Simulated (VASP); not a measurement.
# AlN (rock salt) (Fm-3m) in VASP: single point with PBEsol

Aim: the single point of AlN (rock salt) with PBEsol.

All numbers are computed with VASP 6.6.1; they aren't measurements. Logs are shortened: lines on timing, memory, paths and dates and some standing lists are left out, and cuts for length are marked.

## (1) The cell of the first run

Symmetry: Fm-3m, No. 225, cubic system. The conventional cell has a = 4.098 Å, b = 4.098 Å, c = 4.098 Å, α = 90.00°, β = 90.00°, γ = 90.00°. Within 2.7 Å of Al (site symmetry m-3m) lie 6 N at 2.05 Å. Within 2.7 Å of N (site symmetry m-3m) lie 6 Al at 2.05 Å.

## (2) Single point, PBEsol (volume scaled by 1.04)

File INCAR:

```
PREC = Accurate ; ENCUT = 520
EDIFF = 1E-7 ; ISMEAR = 0
SIGMA = 0.01 ; LREAL = False
LASPH = True ; NELM = 100
ALGO = Normal ; ISIF = 2
LWAVE = False ; LCHARG = False
GGA = PS ; NBANDS = 11
```

File KPOINTS:

```
regular mesh
0
Gamma
  10 10 10
```

File POSCAR:

```
AlN
1.0
    0.0000000000      2.0491148942      2.0491148942
    2.0491148942      0.0000000000      2.0491148942
    2.0491148942      2.0491148942      0.0000000000
Al N
1 1
Direct
    0.0000000000      0.0000000000      0.0000000000
    0.5000000000      0.5000000000      0.5000000000
```

Potentials or basis: VASP PAW PBE potentials, release 64 (Al, N).

The run is started by

```
> cat potpaw_PBE.64/Al/POTCAR potpaw_PBE.64/N/POTCAR > POTCAR
> mpirun -np 1 vasp_std > vasp.out
```

OUTCAR:

```text
PREC = Accurate
   ENCUT = 520
   EDIFF = 1E-7
   ISMEAR = 0
   LREAL = False
   LASPH = True
   NELM = 100
   ISIF = 2
   GGA = PS

 ion  position               nearest neighbor table
   1  0.000  0.000  0.000-   2 2.05   2 2.05   2 2.05   2 2.05   2 2.05   2 2.05
   2  0.500  0.500  0.500-   1 2.05   1 2.05   1 2.05   1 2.05   1 2.05   1 2.05

  LATTYP: Found a face centered cubic cell.
 ALAT       =     4.0982297884

  Lattice vectors:

 A1 = (   0.0000000000,   2.0491148942,   2.0491148942)
 A2 = (   2.0491148942,   0.0000000000,   2.0491148942)
 A3 = (   2.0491148942,   2.0491148942,   0.0000000000)

Analysis of symmetry for initial positions (statically):
=====================================================================
 Subroutine PRICEL returns:
 Original cell was already a primitive cell.

 Routine SETGRP: Setting up the symmetry group for a
 face centered cubic supercell.

 Subroutine GETGRP returns: Found 48 space group operations
 (whereof 48 operations were pure point group operations)
 out of a pool of 48 trial point group operations.

The static configuration has the point symmetry O_h .

Analysis of symmetry for dynamics (positions and initial velocities):
=====================================================================
 Subroutine PRICEL returns:
 Original cell was already a primitive cell.

 Routine SETGRP: Setting up the symmetry group for a
 face centered cubic supercell.

 Subroutine GETGRP returns: Found 48 space group operations
 (whereof 48 operations were pure point group operations)
 out of a pool of 48 trial point group operations.

The dynamic configuration has the point symmetry O_h .

 Subroutine INISYM returns: Found 48 space group operations
 (whereof 48 operations are pure point group operations),
 and found     1 'primitive' translations

----------------------------------------------------------------------------------------

                                     Primitive cell

  volume of cell :      17.2079

  direct lattice vectors                    reciprocal lattice vectors
     0.000000000  2.049114894  2.049114894    -0.244007792  0.244007792  0.244007792
     2.049114894  0.000000000  2.049114894     0.244007792 -0.244007792  0.244007792
     2.049114894  2.049114894  0.000000000     0.244007792  0.244007792 -0.244007792

  length of vectors
     2.897886074  2.897886074  2.897886074     0.422633892  0.422633892  0.422633892

  position of ions in fractional coordinates (direct lattice)
     0.000000000  0.000000000  0.000000000
     0.500000000  0.500000000  0.500000000

  ion indices of the primitive-cell ions
   primitive index   ion index
                 1           1
                 2           2

----------------------------------------------------------------------------------------

 KPOINTS: regular mesh

Automatic generation of k-mesh.
 Grid dimensions read from file:
 generate k-points for:   10   10   10

 Generating k-lattice:

  Cartesian coordinates                     Fractional coordinates (reciprocal lattice)
    -0.024400779  0.024400779  0.024400779     0.100000000  0.000000000  0.000000000
     0.024400779 -0.024400779  0.024400779     0.000000000  0.100000000  0.000000000
     0.024400779  0.024400779 -0.024400779     0.000000000  0.000000000  0.100000000

  Length of vectors
     0.042263389  0.042263389  0.042263389

  Shift w.r.t. Gamma in fractional coordinates (k-lattice)
     0.000000000  0.000000000  0.000000000

 Subroutine IBZKPT returns following result:
 ===========================================

 Found     47 irreducible k-points:

 Following reciprocal coordinates:
            Coordinates               Weight
  0.000000  0.000000  0.000000      1.000000
  0.100000  0.000000  0.000000      8.000000
  0.200000  0.000000  0.000000      8.000000
  0.300000  0.000000  0.000000      8.000000
  0.400000  0.000000  0.000000      8.000000
  0.500000  0.000000  0.000000      4.000000
[... 16 lines left out ...]
  0.300000  0.300000  0.000000      6.000000
  0.400000  0.300000  0.000000     24.000000
 [... further k-points ...]
   k-points           NKPTS =     47   k-points in BZ     NKDIM =     47   number of bands    NBANDS=     11
   number of dos      NEDOS =    301   number of ions     NIONS =      2
   total plane-waves  NPLWV =  13824
   dimension x,y,z NGX =    24 NGY =   24 NGZ =   24
   dimension x,y,z NGXF=    48 NGYF=   48 NGZF=   48
   ions per type =               1   1
   NGX,Y,Z   is equivalent  to a cutoff of  13.77, 13.77, 13.77 a.u.
   NGXF,Y,Z  is equivalent  to a cutoff of  27.54, 27.54, 27.54 a.u.
 SYSTEM =  unknown system
   PREC   = accura    normal or accurate (medium, high low for compatibility)
   ISTART =      0    job   : 0-new  1-cont  2-samecut
   ICHARG =      2    charge: 1-file 2-atom 10-const
   ISPIN  =      1    spin polarized calculation?
   LNONCOLLINEAR =      F non collinear calculations
   LSORBIT =      F    spin-orbit coupling
   LASPH  =      T    aspherical Exc in radial PAW
   ENCUT  =  520.0 eV  38.22 Ry    6.18 a.u.   5.39  5.39  5.39*2*pi/ulx,y,z
   NELM   =    100;   NELMIN=  2; NELMDL= -5     # of ELM steps
   EDIFF  = 0.1E-06   stopping-criterion for ELM
   LREAL  =      F    real-space projection
   EDIFFG = 0.1E-05   stopping-criterion for IOM
   NSW    =      0    number of steps for IOM
   IBRION =     -1    ionic relax: 0-MD 1-quasi-New 2-CG
   NFREE  =      0    steps in history (QN), initial steepest desc. (CG)
   ISIF   =      2    stress and relaxation
   ISYM   =      2    0-nonsym 1-usesym 2-fastsym
   POTIM  = 0.5000    time-step for ionic-motion
   TEBEG  =    0.0;   TEEND  =   0.0 temperature during run
   PSTRESS=    0.0 pullay stress
   NELECT =       8.0000    total number of electrons
   NUPDOWN=      -1.0000    fix difference up-down
   EMIN   =  10.00;   EMAX   =-10.00  energy-range for DOS
   EFERMI =   0.00;   METHOD = LEGACY
   ISMEAR =     0;   SIGMA  =   0.01  broadening in eV -4-tet -1-fermi 0-gaus
   EFERMI_NEDOS =   21; number of points for ismear=-14 and -15
   IALGO  =     38    algorithm
   IMIX   =      4    mixing-type and parameters
     AMIX     =   0.40;   BMIX     =  1.00
     AMIX_MAG =   1.60;   BMIX_MAG =  1.00
  volume/ion in A,a.u.               =       8.60        58.06
  Fermi-wavevector in a.u.,A,eV,Ry     =   1.268222  2.396592 21.883424  1.608386
  Thomas-Fermi vector in A             =   2.401328
   LORBIT       =      0    0 simple, 1 ext, 2 COOP (PROOUT), +10 PAW based schemes
   GGA     = PS    functional components
   LHFCALC =     F    Hartree Fock is set to
   AEXX    =    0.0000 exact exchange contribution
   IVDW    =     0    specifies the selected vdW correction
   LEPSILON=     F    determine dielectric tensor
   LRPA    =     F    only Hartree local field effects (RPA)
 non-spin polarized calculation
 Gauss-broadening in eV      SIGMA  =   0.01
  energy-cutoff  :      520.00
  volume of cell :       17.21
 maximum number of plane-waves:       483
 NGX is ok and might be reduce to    24
   NGX = 11   NGY = 11   NGZ = 11

 number of electron       8.0000001 magnetization

 Free energy of the ion-electron system (eV)
  ---------------------------------------------------
  ext. energy  EPLUGINS =         0.00000000
  ---------------------------------------------------
  free energy    TOTEN  =       -15.42883261 eV

  energy without entropy =      -15.42883261  energy(sigma->0) =      -15.42883261

 E-fermi :   9.4586     XC(G=0): -12.2630

 val. band max:        9.3698218510   @ k =   0.0000   0.0000   0.0000
 cond. band min:      13.5455735295   @ k =   0.5000   0.5000   0.0000
 fundamental gap:      4.1757516785
 Fermi energy:         9.4585523850

 k-point     1 :       0.0000    0.0000    0.0000
  band No.  band energies     occupation
      1      -7.8167      2.00000
      2       9.3698      2.00000
      3       9.3698      2.00000
      4       9.3698      2.00000
      5      14.4694      0.00000
      6      21.2675      0.00000
      7      21.2675      0.00000
      8      21.2675      0.00000
      9      26.2375      0.00000
     10      26.7635      0.00000
     11      26.7635      0.00000

 k-point     2 :       0.1000    0.0000    0.0000
  band No.  band energies     occupation
      1      -7.6183      2.00000
      2       8.3476      2.00000
      3       9.2544      2.00000
      4       9.2544      2.00000
      5      15.1203      0.00000
      6      20.3588      0.00000
      7      21.5470      0.00000
      8      21.5470      0.00000
      9      25.0781      0.00000
     10      25.0781      0.00000
     11      26.9491      0.00000

 k-point     3 :       0.2000    0.0000    0.0000
  band No.  band energies     occupation
      1      -7.0410      2.00000
      2       6.2424      2.00000
      3       8.9742      2.00000
      4       8.9742      2.00000
      5      15.8329      0.00000
      6      19.7850      0.00000
      7      21.6461      0.00000
      8      21.6461      0.00000
      9      24.5421      0.00000
     10      24.5421      0.00000
     11      26.2566      0.00000

 k-point     4 :       0.3000    0.0000    0.0000
  band No.  band energies     occupation
      1      -6.1575      2.00000
      2       3.9765      2.00000
      3       8.6636      2.00000
      4       8.6636      2.00000
      5      15.6562      0.00000
      6      20.5974      0.00000
      7      20.8653      0.00000
      8      20.8653      0.00000
      9      25.4697      0.00000
     10      26.0246      0.00000
     11      26.0246      0.00000
[... 239 lines left out ...]
 k-point    22 :      -0.2000    0.2000    0.0000
  band No.  band energies     occupation
      1      -5.8718      2.00000
      2       4.4904      2.00000
      3       6.5207      2.00000
      4       8.7308      2.00000
      5      17.5592      0.00000
      6      19.0846      0.00000
      7      19.6979      0.00000
      8      21.4223      0.00000
      9      24.0582      0.00000
     10      27.9435      0.00000
     11      29.1278      0.00000

 k-point    23 :       0.3000    0.3000    0.0000
  band No.  band energies     occupation
      1      -5.6368      2.00000
      2       4.6438      2.00000
      3       7.4073      2.00000
      4       7.4073      2.00000
      5      15.7775      0.00000
      6      15.9394      0.00000
      7      20.5981      0.00000
      8      24.4361      0.00000
      9      24.4361      0.00000
     10      29.4419      0.00000
     11      32.7413      0.00000

 k-point    24 :       0.4000    0.3000    0.0000
  band No.  band energies     occupation
      1      -4.9087      2.00000
      2       3.6479      2.00000
      3       6.6524      2.00000
      4       7.1580      2.00000
      5      15.1450      0.00000
      6      16.0701      0.00000
      7      21.0523      0.00000
      8      24.3879      0.00000
      9      25.1000      0.00000
     10      30.6558      0.00000
     11      33.4164      0.00000

 [... further k-points ...]

------------------------ aborting loop because EDIFF is reached ----------------------------------------

  FORCE on cell =-STRESS in cart. coord.  units (eV):
  Direction    XX          YY          ZZ          XY          YZ          ZX
  --------------------------------------------------------------------------------------
  -------------------------------------------------------------------------------------
  Total       -1.0297369     -1.0297369     -1.0297369      0.0000000     -0.0000000     -0.0000000
  in kB      -95.8755630    -95.8755630    -95.8755630      0.0000000     -0.0000000     -0.0000000
  external PRESSURE =     -95.8755630 kB  Pullay stress =       0.0000000 kB

 VOLUME and BASIS-vectors are now :
 -----------------------------------------------------------------------------
  energy-cutoff  :      520.00
  volume of cell :       17.21
      direct lattice vectors                 reciprocal lattice vectors
     0.000000000  2.049114894  2.049114894    -0.244007792  0.244007792  0.244007792
     2.049114894  0.000000000  2.049114894     0.244007792 -0.244007792  0.244007792
     2.049114894  2.049114894  0.000000000     0.244007792  0.244007792 -0.244007792

 POSITION                                       TOTAL-FORCE (eV/Angst)
 -----------------------------------------------------------------------------------
      0.00000      0.00000      0.00000        -0.000000     -0.000000     -0.000000
      2.04911      2.04911      2.04911         0.000000      0.000000      0.000000
 -----------------------------------------------------------------------------------
    total drift:                               -0.000000     -0.000000      0.000000

  FREE ENERGIE OF THE ION-ELECTRON SYSTEM (eV)
  ---------------------------------------------------
  free  energy   TOTEN  =       -15.4288326135 eV

  energy  without entropy=      -15.4288326135  energy(sigma->0) =      -15.42883261
```

It took 14 s on 1 thread of Intel Xeon 8259CL, shared host; peak memory 0.13 GiB.

Results:

- Free energy: -15.4288 eV
- Pressure: -9.6 GPa
- Band gap on the k mesh: 4.18 eV, indirect (least direct gap 5.10 eV)

Caveat: the PAW data sets were made with another functional, which shifts forces and pressure a little.
